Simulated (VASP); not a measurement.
# Si8GeSb3S2 in VASP: further runs

Si8GeSb3S2 is run at these levels: PBE+D3(BJ); tasks: single point.

Program: VASP 6.6.1. These are calculated values, not measurements. Logs are shortened: lines on timing, memory, paths and dates and some standing lists are left out, and cuts for length are marked.

### Step 1. The cell of the first run

The cell holds an amorphous packing of atoms, 14 atoms: a = 6.985 Å, b = 6.848 Å, c = 7.102 Å, α = 93.62°, β = 90.10°, γ = 90.67°.

### Step 2. Single point, PBE+D3(BJ)

INCAR

```
ALGO = Normal
EDIFF = 1E-6
ENCUT = 520
GGA = PE
ISIF = 2
ISMEAR = -1
ISYM = 0
IVDW = 12
LASPH = True
LCHARG = False
LREAL = False
LWAVE = False
NBANDS = 50
NELM = 80
PREC = Accurate
SIGMA = 0.1637
```

KPOINTS

```
Automatic mesh
0
Gamma
  1 1 1
  0.25 0.25 0.25
```

POSCAR

```
Si8GeSb3S2
1.0
    6.9844320000     -0.0408370000     -0.0068710000
   -0.0408370000      6.8442120000     -0.2202700000
   -0.0068710000     -0.2202700000      7.0988770000
Ge S Sb Si
1 2 3 8
Direct
    0.4740040829      0.5286070550      0.6959043181
    0.5457285995      0.8023042622      0.5214080003
    0.3127536981      0.4928963508      0.0860906887
    0.9097379337      0.4203108714      0.4992724462
    0.2304041210      0.1471272866      0.1371967473
    0.8520922897      0.8761912744      0.3485129237
    0.3328803326      0.7550065961      0.3050273337
    0.5921359429      0.0312163502     -0.0125969796
    0.8681378209      0.8904111052      0.9516603583
    0.8466979275      0.2370716243      0.1735999128
    0.2694500428      0.1972824916      0.5256987557
    0.7215008898      0.1303223116      0.7055640671
    0.1677870741      0.7604666083      0.7895844434
    0.7722734385      0.4784711463      0.9621583992
```

Potentials or basis: VASP PAW PBE potentials, release 64 (Ge_d, S, Sb, Si).

Started as:

```
$ cat potpaw_PBE.64/Ge_d/POTCAR potpaw_PBE.64/S/POTCAR potpaw_PBE.64/Sb/POTCAR potpaw_PBE.64/Si/POTCAR > POTCAR
$ mpirun -np 1 vasp_std > vasp.out
```

OUTCAR:

```text
EDIFF = 1E-6
   ENCUT = 520
   GGA = PE
   ISIF = 2
   ISMEAR = -1
   ISYM = 0
   IVDW = 12
   LASPH = True
   LREAL = False
   NELM = 80
   PREC = Accurate
 IVDW          = 12

 ion  position               nearest neighbor table
   1  0.474  0.529  0.696-   2 2.36  13 2.74  14 2.85  11 2.87
   2  0.546  0.802  0.521-   7 2.14   1 2.36   6 2.53  12 2.80
   3  0.313  0.493  0.086-   7 2.30   5 2.48
   4  0.910  0.420  0.499-  10 2.60  12 2.85  11 2.97   6 3.39  14 3.43
   5  0.230  0.147  0.137-   3 2.48  10 2.77  11 2.77   8 2.85   7 3.10   9 3.29   6 3.60
   6  0.852  0.876  0.349-   2 2.53   9 2.83  10 2.84  12 3.13   8 3.37   4 3.39   5 3.60
   7  0.333  0.755  0.305-   2 2.14   3 2.30   5 3.10
   8  0.592  0.031  0.987-   9 2.17  12 2.33  10 2.57   5 2.85   6 3.37
   9  0.868  0.890  0.952-   8 2.17  13 2.53  12 2.68  10 2.77   6 2.83  14 2.90   5 3.29
  10  0.847  0.237  0.174-  14 2.36   8 2.57   4 2.60   5 2.77   9 2.77   6 2.84
  11  0.269  0.197  0.526-   5 2.77   1 2.87   4 2.97
  12  0.722  0.130  0.706-   8 2.33   9 2.68   2 2.80   4 2.85  14 2.93   6 3.13
  13  0.168  0.760  0.790-   9 2.53   1 2.74
  14  0.772  0.478  0.962-  10 2.36   1 2.85   9 2.90  12 2.93   4 3.43

IMPORTANT INFORMATION: All symmetrisations will be switched off!
NOSYMM: (Re-)initialisation of all symmetry stuff for point group C_1.

----------------------------------------------------------------------------------------

                                     Primitive cell

  volume of cell :     338.9960

  direct lattice vectors                    reciprocal lattice vectors
     6.984432000 -0.040837000 -0.006871000     0.143180754  0.000859628  0.000165258
    -0.040837000  6.844212000 -0.220270000     0.000859628  0.146260071  0.004539114
    -0.006871000 -0.220270000  7.098877000     0.000165258  0.004539114  0.141008355

  length of vectors
     6.984554763  6.847877367  7.102296864     0.143183430  0.146333014  0.141081491

  position of ions in fractional coordinates (direct lattice)
     0.474004083  0.528607055  0.695904318
     0.545728600  0.802304262  0.521408000
     0.312753698  0.492896351  0.086090689
     0.909737934  0.420310871  0.499272446
     0.230404121  0.147127287  0.137196747
     0.852092290  0.876191274  0.348512924
     0.332880333  0.755006596  0.305027334
     0.592135943  0.031216350  0.987403020
     0.868137821  0.890411105  0.951660358
     0.846697928  0.237071624  0.173599913
     0.269450043  0.197282492  0.525698756
     0.721500890  0.130322312  0.705564067
     0.167787074  0.760466608  0.789584443
     0.772273439  0.478471146  0.962158399

  ion indices of the primitive-cell ions
   primitive index   ion index
                 1           1
                 2           2
                 3           3
                 4           4
                 5           5
                 6           6
                 7           7
                 8           8
                 9           9
                10          10
                11          11
                12          12
                13          13
                14          14

----------------------------------------------------------------------------------------

 KPOINTS: Automatic mesh

Automatic generation of k-mesh.
 Grid dimensions read from file:
 generate k-points for:    1    1    1

 Generating k-lattice:

  Cartesian coordinates                     Fractional coordinates (reciprocal lattice)
     0.143180754  0.000859628  0.000165258     1.000000000 -0.000000000  0.000000000
     0.000859628  0.146260071  0.004539114    -0.000000000  1.000000000  0.000000000
     0.000165258  0.004539114  0.141008355     0.000000000  0.000000000  1.000000000

  Length of vectors
     0.143183430  0.146333014  0.141081491

  Shift w.r.t. Gamma in fractional coordinates (k-lattice)
     0.250000000  0.250000000  0.250000000

 Subroutine IBZKPT returns following result:
 ===========================================

 Found      1 irreducible k-points:

 Following reciprocal coordinates:
            Coordinates               Weight
  0.250000  0.250000  0.250000      2.000000
   k-points           NKPTS =      1   k-points in BZ     NKDIM =      1   number of bands    NBANDS=     50
   number of dos      NEDOS =    301   number of ions     NIONS =     14
   total plane-waves  NPLWV = 157464
   dimension x,y,z NGX =    54 NGY =   54 NGZ =   54
   dimension x,y,z NGXF=   108 NGYF=  108 NGZF=  108
   ions per type =               1   2   3   8
   NGX,Y,Z   is equivalent  to a cutoff of  12.85, 13.11, 12.64 a.u.
   NGXF,Y,Z  is equivalent  to a cutoff of  25.71, 26.22, 25.28 a.u.
 SYSTEM =  unknown system
   PREC   = accura    normal or accurate (medium, high low for compatibility)
   ISTART =      0    job   : 0-new  1-cont  2-samecut
   ICHARG =      2    charge: 1-file 2-atom 10-const
   ISPIN  =      1    spin polarized calculation?
   LNONCOLLINEAR =      F non collinear calculations
   LSORBIT =      F    spin-orbit coupling
   LASPH  =      T    aspherical Exc in radial PAW
   ENCUT  =  520.0 eV  38.22 Ry    6.18 a.u.  12.99 12.73 13.21*2*pi/ulx,y,z
   NELM   =     80;   NELMIN=  2; NELMDL= -5     # of ELM steps
   EDIFF  = 0.1E-05   stopping-criterion for ELM
   LREAL  =      F    real-space projection
   EDIFFG = 0.1E-04   stopping-criterion for IOM
   NSW    =      0    number of steps for IOM
   IBRION =     -1    ionic relax: 0-MD 1-quasi-New 2-CG
   NFREE  =      0    steps in history (QN), initial steepest desc. (CG)
   ISIF   =      2    stress and relaxation
   ISYM   =      0    0-nonsym 1-usesym 2-fastsym
   POTIM  = 0.5000    time-step for ionic-motion
   TEBEG  =    0.0;   TEEND  =   0.0 temperature during run
   PSTRESS=    0.0 pullay stress
   NELECT =      73.0000    total number of electrons
   NUPDOWN=      -1.0000    fix difference up-down
   EMIN   =  10.00;   EMAX   =-10.00  energy-range for DOS
   EFERMI =   0.00;   METHOD = LEGACY
   ISMEAR =    -1;   SIGMA  =   0.16  broadening in eV -4-tet -1-fermi 0-gaus
   EFERMI_NEDOS =   21; number of points for ismear=-14 and -15
   IALGO  =     38    algorithm
   IMIX   =      4    mixing-type and parameters
     AMIX     =   0.40;   BMIX     =  1.00
     AMIX_MAG =   1.60;   BMIX_MAG =  1.00
  volume/ion in A,a.u.               =      24.21       163.40
  Fermi-wavevector in a.u.,A,eV,Ry     =   0.981260  1.854313 13.100668  0.962872
  Thomas-Fermi vector in A             =   2.112253
   LORBIT       =      0    0 simple, 1 ext, 2 COOP (PROOUT), +10 PAW based schemes
   GGA     = PE    functional components
   LHFCALC =     F    Hartree Fock is set to
   AEXX    =    0.0000 exact exchange contribution
   IVDW    =    12    specifies the selected vdW correction
   LEPSILON=     F    determine dielectric tensor
   LRPA    =     F    only Hartree local field effects (RPA)
 non-spin polarized calculation
  energy-cutoff  :      520.00
  volume of cell :      339.00
 maximum number of plane-waves:      9138
 NGX is ok and might be reduce to    54
   NGX = 25   NGY = 25   NGZ = 27

 number of electron      72.9999999 magnetization

 Free energy of the ion-electron system (eV)
  ---------------------------------------------------
  ext. energy  EPLUGINS =         0.00000000
  ---------------------------------------------------
  free energy    TOTEN  =       -59.13879953 eV

  energy without entropy =      -58.41836210  energy(sigma->0) =      -58.77858081

 E-fermi :   5.4536     XC(G=0):  -9.3073

 val. band max:        5.1876723113   @ k =   0.2500   0.2500   0.2500
 cond. band min:       5.5220475050   @ k =   0.2500   0.2500   0.2500
 fundamental gap:      0.3343751937
 Fermi energy:         5.4536297336

 k-point     1 :       0.2500    0.2500    0.2500
  band No.  band energies     occupation
      1     -19.3056      2.00000
      2     -19.2838      2.00000
      3     -19.2377      2.00000
      4     -19.2061      2.00000
      5     -19.2032      2.00000
      6      -9.4799      2.00000
      7      -8.1043      2.00000
      8      -6.0420      2.00000
      9      -4.9160      2.00000
     10      -4.4734      2.00000
     11      -4.3016      2.00000
     12      -3.2487      2.00000
     13      -2.8763      2.00000
     14      -2.2325      2.00000
     15      -1.8934      2.00000
     16      -1.3134      2.00000
     17      -0.9821      2.00000
     18      -0.4171      2.00000
     19      -0.1261      2.00000
     20       0.3254      2.00000
     21       0.8689      2.00000
     22       1.0101      2.00000
     23       1.4244      2.00000
     24       1.8267      2.00000
     25       2.0299      2.00000
     26       2.2400      2.00000
     27       2.5400      2.00000
     28       3.1695      2.00000
     29       3.3516      1.99999
     30       3.6994      1.99996
     31       3.9147      1.99983
     32       4.1832      1.99915
     33       4.2510      1.99871
     34       4.6194      1.98783
     35       4.9646      1.90400
     36       5.1877      1.67087
     37       5.5220      0.79402
     38       5.6190      0.53380
     39       6.0012      0.06812
     40       6.0912      0.03988
     41       6.5087      0.00317
     42       6.7986      0.00054
     43       7.0960      0.00009
     44       7.2577      0.00003
     45       7.6042      0.00000
     46       7.7033      0.00000
     47       7.9900      0.00000
     48       8.0978      0.00000
 [bands above 48 left out]

------------------------ aborting loop because EDIFF is reached ----------------------------------------

 Edisp (eV)   -4.98586

 E8    (eV) :    -2.1038

  FORCE on cell =-STRESS in cart. coord.  units (eV):
  Direction    XX          YY          ZZ          XY          YZ          ZX
  --------------------------------------------------------------------------------------
  -------------------------------------------------------------------------------------
  Total      -0.58132    -3.13599    -7.34740     1.96784     1.68567     0.56324
  in kB      -2.74744   -14.82146   -34.72559     9.30049     7.96687     2.66199
  external pressure =      -17.43 kB  Pullay stress =        0.00 kB

 VOLUME and BASIS-vectors are now :
 -----------------------------------------------------------------------------
  energy-cutoff  :      520.00
  volume of cell :      339.00
      direct lattice vectors                 reciprocal lattice vectors
     6.984432000 -0.040837000 -0.006871000     0.143180754  0.000859628  0.000165258
    -0.040837000  6.844212000 -0.220270000     0.000859628  0.146260071  0.004539114
    -0.006871000 -0.220270000  7.098877000     0.000165258  0.004539114  0.141008355

 POSITION                                       TOTAL-FORCE (eV/Angst)
 -----------------------------------------------------------------------------------
      3.28428      3.44526      4.82045         0.114041     -1.055175      0.720725
      3.77526      5.35400      3.52094        -0.027999      0.312429      0.207634
      2.16369      3.34175      0.50043         0.252153      1.304409      0.322927
      6.33341      2.72957      3.44544         0.605533      0.470458      0.868562
      1.60229      0.96734      0.93995         0.148182     -0.674174      0.152516
      5.91320      5.88528      2.27520         1.739621     -0.033024      0.038625
      2.29205      5.08664      1.99676        -1.493675      0.266767     -1.297836
      4.12767     -0.02803      6.99851        -2.002111      0.769935      0.737432
      6.02055      5.84909      6.55362         1.259386     -1.787405     -0.308854
      5.90283      1.54975      1.17433        -0.583924     -0.419233     -0.748637
      1.87029      1.22344      3.68656        -0.207101     -0.318596     -0.060945
      5.02910      0.70708      4.97505         0.448832      0.095608      0.022962
      1.13542      5.02402      5.43650        -0.266374      0.262193      0.070016
      5.36774      3.03129      6.71955         0.013437      0.805807     -0.725127
 -----------------------------------------------------------------------------------
    total drift:                               -0.000503     -0.000318     -0.000277

  FREE ENERGIE OF THE ION-ELECTRON SYSTEM (eV)
  ---------------------------------------------------
  free  energy   TOTEN  =       -64.1246608884 eV

  energy  without entropy=      -63.4042234574  energy(sigma->0) =      -63.76444217
```

Run time: 35 s. Hardware: 1 thread of Intel Xeon Platinum 8488C (Sapphire Rapids), shared host; peak memory 0.37 GiB.

Results:

```yaml
Free_energy: -64.1247 eV
Pressure: -1.7 GPa
Largest_force: 2.268 eV/Å
Dispersion_energy_per_atom: -0.356 eV
```

Forces on the atoms (eV/Å):
```
Ge   0.114 -1.055  0.721
S   -0.028  0.312  0.208
S    0.252  1.304  0.323
Sb   0.606  0.470  0.869
Sb   0.148 -0.674  0.153
Sb   1.740 -0.033  0.039
Si  -1.494  0.267 -1.298
Si  -2.002  0.770  0.737
Si   1.259 -1.787 -0.309
Si  -0.584 -0.419 -0.749
Si  -0.207 -0.319 -0.061
Si   0.449  0.096  0.023
Si  -0.266  0.262  0.070
Si   0.013  0.806 -0.725
```

Caveat: the k points lie up to 0.92 Å⁻¹ apart; spin-orbit coupling is left out, which moves the levels of the heavy elements.

### Step 3. Single point, PBE+D3(BJ)

INCAR

```
  ALGO = Normal
  EDIFF = 1E-6
  ENCUT = 520
  GGA = PE
  ISIF = 2
  ISMEAR = -1
  ISYM = 0
  IVDW = 12
  LASPH = T
  LCHARG = F
  LREAL = F
  LWAVE = F
  NBANDS = 50
  NELM = 60
  PREC = Accurate
  SIGMA = 0.1637
```

KPOINTS is that of step 2.

POSCAR

```
Si8GeSb3S2
1.0
    6.9844320000     -0.0408370000     -0.0068710000
   -0.0408370000      6.8442120000     -0.2202700000
   -0.0068710000     -0.2202700000      7.0988770000
Ge S Sb Si
1 2 3 8
Direct
    0.4739097748      0.5154196720      0.7249895618
    0.5111267570      0.7960751278      0.5145914516
    0.3830898693      0.5069990209      0.1185887408
    0.9918665907      0.4450463938      0.5510692021
    0.2178583969      0.1173902887      0.1432530052
    0.8667682714      0.8248098675      0.2866090558
    0.3655732042      0.8012645910      0.2503192272
    0.5946010918     -0.0170687949      0.0251683133
    0.9819629309      0.7454145415      0.7772993571
    0.8408941888      0.1892845897      0.1466257974
    0.2917412080      0.2426587389      0.5664639624
    0.7497070518      0.0219450754      0.7308619489
    0.2660374313      0.9875515116      0.7791743560
    0.7177154379      0.6513665503      0.9555836695
```

Potentials or basis: VASP PAW PBE potentials, release 64 (Ge_d, S, Sb, Si).

Started as:

```
$ cat potpaw_PBE.64/Ge_d/POTCAR potpaw_PBE.64/S/POTCAR potpaw_PBE.64/Sb/POTCAR potpaw_PBE.64/Si/POTCAR > POTCAR
$ mpirun -np 1 vasp_std > vasp.out
```

Run time: 44 s. Hardware: 1 thread of Intel Xeon Platinum 8488C (Sapphire Rapids), shared host; peak memory 0.37 GiB.

The run converged. Its results:

| Property | Result |
| --- | --- |
| Free energy | -66.0948 eV |
| Pressure | -0.3 GPa |
| Largest force | 1.550 eV/Å |
| Dispersion energy per atom | -0.339 eV |

Forces on the atoms (eV/Å):
```
Ge   0.108  0.119  0.280
S    0.132  0.094  0.190
S   -0.342  0.593  0.290
Sb  -1.188 -0.166 -0.241
Sb   0.077  0.828  0.017
Sb   0.412  0.017  0.498
Si  -0.023 -0.963 -1.215
Si  -0.763 -0.658  0.343
Si   0.885  0.634 -0.345
Si  -0.110  0.582 -0.131
Si   0.627 -0.470 -0.097
Si   0.749  0.071 -0.156
Si  -0.358 -0.535  0.195
Si  -0.204 -0.147  0.373
```

Stress tensor (GPa, compression positive):
```
 0.54  0.22  1.28
 0.22 -0.68  1.09
 1.28  1.09 -0.75
```

Levels at points of the mesh, in eV from the Fermi level:
```tsv
k point	band 32	band 33	band 34	band 35	band 36	band 37	band 38	band 39	band 40	band 41
(0.25, 0.25, 0.25)	-1.62	-1.27	-0.89	-0.59	-0.23	0.02	0.21	0.52	0.93	1.07
```

Caveat: the k points lie up to 0.92 Å⁻¹ apart; spin-orbit coupling is left out, which moves the levels of the heavy elements.

(Part 1 of 2 ends here.)
